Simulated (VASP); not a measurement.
# SrTe (Fm-3m) in VASP: a series of runs

Aim: see how the results for SrTe move with the level of theory and the settings. Levels: PBE, LDA, r2SCAN. Tasks: single point.

Everything below comes from runs of VASP 6.6.1. Logs are shortened: lines on timing, memory, paths and dates and some standing lists are left out, and cuts for length are marked.

## Step 1: The cell of the first run

Symmetry: Fm-3m, No. 225, cubic system. Conventional cell: a = 6.705 Å, b = 6.705 Å, c = 6.705 Å, α = 90.00°, β = 90.00°, γ = 90.00°. Within 4.4 Å of Sr (site symmetry m-3m) lie 6 Te at 3.35 Å. Within 4.4 Å of Te (site symmetry m-3m) lie 6 Sr at 3.35 Å.

## Step 2: Single point, PBE

INCAR reads:

```
PREC = Accurate ; ENCUT = 500
EDIFF = 1E-6 ; ISMEAR = -1
SIGMA = 0.02 ; LREAL = F
LASPH = T ; NELM = 120
ALGO = Normal ; ISIF = 2
LWAVE = F ; LCHARG = F
GGA = PE ; NBANDS = 15
GGA_COMPAT = F
```

KPOINTS reads:

```
Automatic mesh
0
Gamma
  6 6 6
```

POSCAR reads:

```
SrTe
1.0
    0.0000000000      3.3526569095      3.3526569095
    3.3526569095      0.0000000000      3.3526569095
    3.3526569095      3.3526569095      0.0000000000
Sr Te
1 1
Direct
    0.0000000000      0.0000000000      0.0000000000
    0.5000000000      0.5000000000      0.5000000000
```

Potentials or basis: VASP PAW PBE potentials, release 64 (Sr_sv, Te).

Launch:

```console
$ cat potpaw_PBE.64/Sr_sv/POTCAR potpaw_PBE.64/Te/POTCAR > POTCAR
$ mpirun -np 1 vasp_std > vasp.out
```

OUTCAR:

```text
PREC = Accurate
   ENCUT = 500
   EDIFF = 1E-6
   ISMEAR = -1
   LREAL = F
   LASPH = T
   NELM = 120
   ISIF = 2
   GGA = PE

 ion  position               nearest neighbor table
   1  0.000  0.000  0.000-   2 3.35   2 3.35   2 3.35   2 3.35   2 3.35   2 3.35
   2  0.500  0.500  0.500-   1 3.35   1 3.35   1 3.35   1 3.35   1 3.35   1 3.35

  LATTYP: Found a face centered cubic cell.
 ALAT       =     6.7053138190

  Lattice vectors:

 A1 = (   0.0000000000,   3.3526569095,   3.3526569095)
 A2 = (   3.3526569095,   0.0000000000,   3.3526569095)
 A3 = (   3.3526569095,   3.3526569095,   0.0000000000)

Analysis of symmetry for initial positions (statically):
=====================================================================
 Subroutine PRICEL returns:
 Original cell was already a primitive cell.

 Routine SETGRP: Setting up the symmetry group for a
 face centered cubic supercell.

 Subroutine GETGRP returns: Found 48 space group operations
 (whereof 48 operations were pure point group operations)
 out of a pool of 48 trial point group operations.

The static configuration has the point symmetry O_h .

Analysis of symmetry for dynamics (positions and initial velocities):
=====================================================================
 Subroutine PRICEL returns:
 Original cell was already a primitive cell.

 Routine SETGRP: Setting up the symmetry group for a
 face centered cubic supercell.

 Subroutine GETGRP returns: Found 48 space group operations
 (whereof 48 operations were pure point group operations)
 out of a pool of 48 trial point group operations.

The dynamic configuration has the point symmetry O_h .

 Subroutine INISYM returns: Found 48 space group operations
 (whereof 48 operations are pure point group operations),
 and found     1 'primitive' translations

----------------------------------------------------------------------------------------

                                     Primitive cell

  volume of cell :      75.3698

  direct lattice vectors                    reciprocal lattice vectors
     0.000000000  3.352656909  3.352656909    -0.149135451  0.149135451  0.149135451
     3.352656909  0.000000000  3.352656909     0.149135451 -0.149135451  0.149135451
     3.352656909  3.352656909  0.000000000     0.149135451  0.149135451 -0.149135451

  length of vectors
     4.741372871  4.741372871  4.741372871     0.258310178  0.258310178  0.258310178

  position of ions in fractional coordinates (direct lattice)
     0.000000000  0.000000000  0.000000000
     0.500000000  0.500000000  0.500000000

  ion indices of the primitive-cell ions
   primitive index   ion index
                 1           1
                 2           2

----------------------------------------------------------------------------------------

 KPOINTS: Automatic mesh

Automatic generation of k-mesh.
 Grid dimensions read from file:
 generate k-points for:    6    6    6

 Generating k-lattice:

  Cartesian coordinates                     Fractional coordinates (reciprocal lattice)
    -0.024855908  0.024855908  0.024855908     0.166666667  0.000000000  0.000000000
     0.024855908 -0.024855908  0.024855908     0.000000000  0.166666667  0.000000000
     0.024855908  0.024855908 -0.024855908     0.000000000  0.000000000  0.166666667

  Length of vectors
     0.043051696  0.043051696  0.043051696

  Shift w.r.t. Gamma in fractional coordinates (k-lattice)
     0.000000000  0.000000000  0.000000000

 Subroutine IBZKPT returns following result:
 ===========================================

 Found     16 irreducible k-points:

 Following reciprocal coordinates:
            Coordinates               Weight
  0.000000  0.000000  0.000000      1.000000
  0.166667  0.000000  0.000000      8.000000
  0.333333  0.000000  0.000000      8.000000
  0.500000  0.000000  0.000000      4.000000
  0.166667  0.166667  0.000000      6.000000
  0.333333  0.166667  0.000000     24.000000
[... 8 lines left out ...]
 -0.333333  0.333333  0.166667     24.000000
 -0.333333  0.500000  0.166667     12.000000
   k-points           NKPTS =     16   k-points in BZ     NKDIM =     16   number of bands    NBANDS=     15
   number of dos      NEDOS =    301   number of ions     NIONS =      2
   total plane-waves  NPLWV =  46656
   dimension x,y,z NGX =    36 NGY =   36 NGZ =   36
   dimension x,y,z NGXF=    72 NGYF=   72 NGZF=   72
   ions per type =               1   1
   NGX,Y,Z   is equivalent  to a cutoff of  12.62, 12.62, 12.62 a.u.
   NGXF,Y,Z  is equivalent  to a cutoff of  25.25, 25.25, 25.25 a.u.
 SYSTEM =  unknown system
   PREC   = accura    normal or accurate (medium, high low for compatibility)
   ISTART =      0    job   : 0-new  1-cont  2-samecut
   ICHARG =      2    charge: 1-file 2-atom 10-const
   ISPIN  =      1    spin polarized calculation?
   LNONCOLLINEAR =      F non collinear calculations
   LSORBIT =      F    spin-orbit coupling
   LASPH  =      T    aspherical Exc in radial PAW
   ENCUT  =  500.0 eV  36.75 Ry    6.06 a.u.   8.64  8.64  8.64*2*pi/ulx,y,z
   NELM   =    120;   NELMIN=  2; NELMDL= -5     # of ELM steps
   EDIFF  = 0.1E-05   stopping-criterion for ELM
   LREAL  =      F    real-space projection
   EDIFFG = 0.1E-04   stopping-criterion for IOM
   NSW    =      0    number of steps for IOM
   IBRION =     -1    ionic relax: 0-MD 1-quasi-New 2-CG
   NFREE  =      0    steps in history (QN), initial steepest desc. (CG)
   ISIF   =      2    stress and relaxation
   ISYM   =      2    0-nonsym 1-usesym 2-fastsym
   POTIM  = 0.5000    time-step for ionic-motion
   TEBEG  =    0.0;   TEEND  =   0.0 temperature during run
   PSTRESS=    0.0 pullay stress
   NELECT =      16.0000    total number of electrons
   NUPDOWN=      -1.0000    fix difference up-down
   EMIN   =  10.00;   EMAX   =-10.00  energy-range for DOS
   EFERMI =   0.00;   METHOD = LEGACY
   ISMEAR =    -1;   SIGMA  =   0.02  broadening in eV -4-tet -1-fermi 0-gaus
   EFERMI_NEDOS =   21; number of points for ismear=-14 and -15
   IALGO  =     38    algorithm
   IMIX   =      4    mixing-type and parameters
     AMIX     =   0.40;   BMIX     =  1.00
     AMIX_MAG =   1.60;   BMIX_MAG =  1.00
  volume/ion in A,a.u.               =      37.68       254.31
  Fermi-wavevector in a.u.,A,eV,Ry     =   0.976598  1.845502 12.976463  0.953743
  Thomas-Fermi vector in A             =   2.107229
   LORBIT       =      0    0 simple, 1 ext, 2 COOP (PROOUT), +10 PAW based schemes
   GGA     = PE    functional components
   LHFCALC =     F    Hartree Fock is set to
   AEXX    =    0.0000 exact exchange contribution
   IVDW    =     0    specifies the selected vdW correction
   LEPSILON=     F    determine dielectric tensor
   LRPA    =     F    only Hartree local field effects (RPA)
 non-spin polarized calculation
  energy-cutoff  :      500.00
  volume of cell :       75.37
 maximum number of plane-waves:      1936
 NGX is ok and might be reduce to    36
   NGX = 17   NGY = 17   NGZ = 17

 number of electron      16.0000000 magnetization

 Free energy of the ion-electron system (eV)
  ---------------------------------------------------
  ext. energy  EPLUGINS =         0.00000000
  ---------------------------------------------------
  free energy    TOTEN  =        -8.26739134 eV

  energy without entropy =       -8.26739134  energy(sigma->0) =       -8.26739134

 E-fermi :   3.1797     XC(G=0):  -8.4364

 val. band max:        2.7108807752   @ k =   0.0000   0.0000   0.0000
 cond. band min:       4.4558708202   @ k =   0.5000   0.5000   0.0000
 fundamental gap:      1.7449900450
 Fermi energy:         3.1797203300

 k-point     1 :       0.0000    0.0000    0.0000
  band No.  band energies     occupation
      1     -32.0228      2.00000
      2     -14.0092      2.00000
      3     -14.0092      2.00000
      4     -14.0092      2.00000
      5      -7.2065      2.00000
      6       2.7109      2.00000
      7       2.7109      2.00000
      8       2.7109      2.00000
      9       5.4756      0.00000
     10       5.9986      0.00000
     11       5.9986      0.00000
     12       5.9986      0.00000
     13       6.6245      0.00000
     14       6.6245      0.00000
     15      10.2071      0.00000

 k-point     2 :       0.1667    0.0000    0.0000
  band No.  band energies     occupation
      1     -32.0218      2.00000
      2     -14.0388      2.00000
      3     -14.0106      2.00000
      4     -14.0106      2.00000
      5      -7.0674      2.00000
      6       1.6981      2.00000
      7       2.3609      2.00000
      8       2.3609      2.00000
      9       5.8485      0.00000
     10       6.3446      0.00000
     11       6.3446      0.00000
     12       6.8651      0.00000
     13       7.3135      0.00000
     14       7.3135      0.00000
     15      11.0103      0.00000

 k-point     3 :       0.3333    0.0000    0.0000
  band No.  band energies     occupation
      1     -32.0199      2.00000
      2     -14.0963      2.00000
      3     -14.0133      2.00000
      4     -14.0133      2.00000
      5      -6.7678      2.00000
      6       0.4411      2.00000
      7       1.8463      2.00000
      8       1.8463      2.00000
      9       6.1153      0.00000
     10       7.1991      0.00000
     11       7.1991      0.00000
     12       8.2934      0.00000
     13       8.8054      0.00000
     14       8.8054      0.00000
     15      10.6712      0.00000
[... 199 lines left out ...]
 k-point    15 :      -0.3333    0.3333    0.1667
  band No.  band energies     occupation
      1     -32.0179      2.00000
      2     -14.0874      2.00000
      3     -14.0518      2.00000
      4     -14.0314      2.00000
      5      -6.6610      2.00000
      6       0.6212      2.00000
      7       1.2715      2.00000
      8       1.5715      2.00000
      9       6.6635      0.00000
     10       6.6708      0.00000
     11       7.8131      0.00000
     12       8.4230      0.00000
     13       8.5937      0.00000
     14       9.6495      0.00000
     15      10.8239      0.00000

 k-point    16 :      -0.3333    0.5000    0.1667
  band No.  band energies     occupation
      1     -32.0176      2.00000
      2     -14.0757      2.00000
      3     -14.0524      2.00000
      4     -14.0463      2.00000
      5      -6.7040      2.00000
      6       0.9428      2.00000
      7       1.3953      2.00000
      8       1.4790      2.00000
      9       5.5951      0.00000
     10       7.0590      0.00000
     11       7.7052      0.00000
     12       8.3423      0.00000
     13       8.8136      0.00000
     14       9.0521      0.00000
     15      11.1226      0.00000

------------------------ aborting loop because EDIFF is reached ----------------------------------------

  FORCE on cell =-STRESS in cart. coord.  units (eV):
  Direction    XX          YY          ZZ          XY          YZ          ZX
  --------------------------------------------------------------------------------------
  -------------------------------------------------------------------------------------
  Total        0.1341715      0.1341715      0.1341715     -0.0000000     -0.0000000      0.0000000
  in kB        2.8521585      2.8521585      2.8521585     -0.0000000     -0.0000000      0.0000000
  external PRESSURE =       2.8521585 kB  Pullay stress =       0.0000000 kB

 VOLUME and BASIS-vectors are now :
 -----------------------------------------------------------------------------
  energy-cutoff  :      500.00
  volume of cell :       75.37
      direct lattice vectors                 reciprocal lattice vectors
     0.000000000  3.352656909  3.352656909    -0.149135451  0.149135451  0.149135451
     3.352656909  0.000000000  3.352656909     0.149135451 -0.149135451  0.149135451
     3.352656909  3.352656909  0.000000000     0.149135451  0.149135451 -0.149135451

 POSITION                                       TOTAL-FORCE (eV/Angst)
 -----------------------------------------------------------------------------------
      0.00000      0.00000      0.00000         0.000000      0.000000     -0.000000
      3.35266      3.35266      3.35266         0.000000      0.000000      0.000000
 -----------------------------------------------------------------------------------
    total drift:                                0.000000      0.000000      0.000000

  FREE ENERGIE OF THE ION-ELECTRON SYSTEM (eV)
  ---------------------------------------------------
  free  energy   TOTEN  =        -8.2673913431 eV

  energy  without entropy=       -8.2673913431  energy(sigma->0) =       -8.26739134
```

It took 21 s on 1 thread of Intel Xeon 6975P-C, shared host; peak memory 0.21 GiB.

Results:

```
Free energy            : -8.2674 eV
Pressure               : 0.3 GPa
Band gap on the k mesh : 1.75 eV, indirect (least direct gap 2.47 eV)
```

Caveat: spin-orbit coupling is left out, which moves the levels of the heavy elements.

## Step 3: Single point, LDA

INCAR reads:

```
SYSTEM = SrTe
PREC = Accurate
ENCUT = 500
EDIFF = 1E-6
ISMEAR = 0
SIGMA = 0.01
LREAL = .FALSE.
LASPH = .TRUE.
NELM = 120
ALGO = Normal
ISIF = 2
LWAVE = .FALSE.
LCHARG = .FALSE.
NBANDS = 15
GGA_COMPAT = .FALSE.
```

KPOINTS reads:

```
Automatic mesh
0
G
  6 6 6
  0 0 0
```

POSCAR is that of step 2.

Potentials or basis: VASP PAW LDA potentials, release 64 (Sr_sv, Te).

Launch:

```console
$ cat potpaw_LDA.64/Sr_sv/POTCAR potpaw_LDA.64/Te/POTCAR > POTCAR
$ mpirun -np 1 vasp_std > vasp.out
```

Wall time 16 s (1 thread of Intel Xeon 6975P-C, shared host); peak memory 0.18 GiB.

Results (log left out):

| Quantity | Value |
| --- | --- |
| Free energy | -9.2112 eV |
| Pressure | -2.6 GPa |
| Band gap on the k mesh | 1.62 eV, indirect (least direct gap 2.35 eV) |

Levels at points of the mesh, in eV from the valence-band top:
```
           k point  band 4  band 5  band 6  band 7  band 8  band 9  band 10  band 11  band 12  band 13
(0.00, 0.00, 0.00)  -16.64   -9.98    0.00    0.00    0.00    2.54     3.16     3.16     3.16     3.82
(0.50, 0.00, 0.00)  -16.64   -9.37   -2.83   -1.09   -1.09    3.75     4.97     5.16     5.16     6.56
(0.50, 0.50, 0.00)  -16.67   -9.55   -1.96   -0.73   -0.73    1.62     3.64     4.71     5.90     5.95
```

Caveat: spin-orbit coupling is left out, which moves the levels of the heavy elements.

## Step 4: Single point, r2SCAN

POSCAR is that of step 3.

INCAR.step1 reads:

```
PREC = Accurate
ENCUT = 550
ISMEAR = -1
SIGMA = 0.02
LREAL = False
LASPH = True
NELM = 120
NBANDS = 15
GGA = PE
ALGO = Normal
EDIFF = 1E-5
LWAVE = True
LCHARG = False
GGA_COMPAT = False
```

INCAR.step2 reads:

```
PREC = Accurate
ENCUT = 550
EDIFF = 1E-6
ISMEAR = -1
SIGMA = 0.02
LREAL = False
LASPH = True
NELM = 120
ALGO = Normal
ISIF = 2
LWAVE = False
LCHARG = True
METAGGA = R2SCAN
LMIXTAU = True
LELF = True
LVHAR = True
NBANDS = 15
ISTART = 1
GGA_COMPAT = False
```

KPOINTS reads:

```
regular mesh
0
Gamma
  6 6 6
```

Potentials or basis: VASP PAW PBE potentials, release 64 (Sr_sv, Te).

Launch:

```console
$ cat potpaw_PBE.64/Sr_sv/POTCAR potpaw_PBE.64/Te/POTCAR > POTCAR
$ cp INCAR.step1 INCAR
$ mpirun -np 1 vasp_std > vasp.out
$ cp INCAR.step2 INCAR
$ mpirun -np 1 vasp_std > vasp.out
```

Wall time 78 s (1 thread of Intel Xeon 6975P-C, shared host); peak memory 0.22 GiB.

The run converged. Its results:

```yaml
Free_energy: -44.5969 eV
Pressure: 0.1 GPa
Band_gap_on_the_k_mesh: 2.14 eV, indirect (least direct gap 2.89 eV)
```

Levels at points of the mesh, in eV from the valence-band top:
| k point | band 6 | band 7 | band 8 | band 9 | band 10 | band 11 |
| --- | --- | --- | --- | --- | --- | --- |
| (0.00, 0.00, 0.00) | 0.00 | 0.00 | 0.00 | 3.52 | 3.74 | 3.74 |
| (0.50, 0.00, 0.00) | -2.76 | -1.07 | -1.07 | 4.36 | 5.71 | 5.87 |
| (0.50, 0.50, 0.00) | -1.98 | -0.74 | -0.74 | 2.14 | 4.53 | 5.33 |

Caveat: the PAW data sets were made with another functional, which shifts forces and pressure a little; spin-orbit coupling is left out, which moves the levels of the heavy elements. r2SCAN opens gaps a little over a GGA but as a rule still falls short of measured ones.

## Step 5: Summary

| level | potentials or basis | cutoff (eV) | smearing | gap on the mesh (eV) | pressure (GPa) |
| --- | --- | --- | --- | --- | --- |
| PBE | VASP PAW PBE potentials, release 64 (Sr_sv, Te) | 500 | fermi-dirac 0.02 eV | 1.75 | 0.3 |
| LDA | VASP PAW LDA potentials, release 64 (Sr_sv, Te) | 500 | gaussian 0.01 eV | 1.62 | -2.6 |
| r2SCAN | VASP PAW PBE potentials, release 64 (Sr_sv, Te) | 550 | fermi-dirac 0.02 eV | 2.14 | 0.1 |

Alike in all rows: task single point; no spin polarisation; cell a = 4.741 Å, angles 60.0°, 2 atoms; k mesh 6 × 6 × 6.

Caveats: spin-orbit coupling is left out, which moves the levels of the heavy elements; the PAW data sets were made with another functional, which shifts forces and pressure a little (some runs).

Total energies depend on the potentials used, so only differences within one code and one set of settings carry meaning.
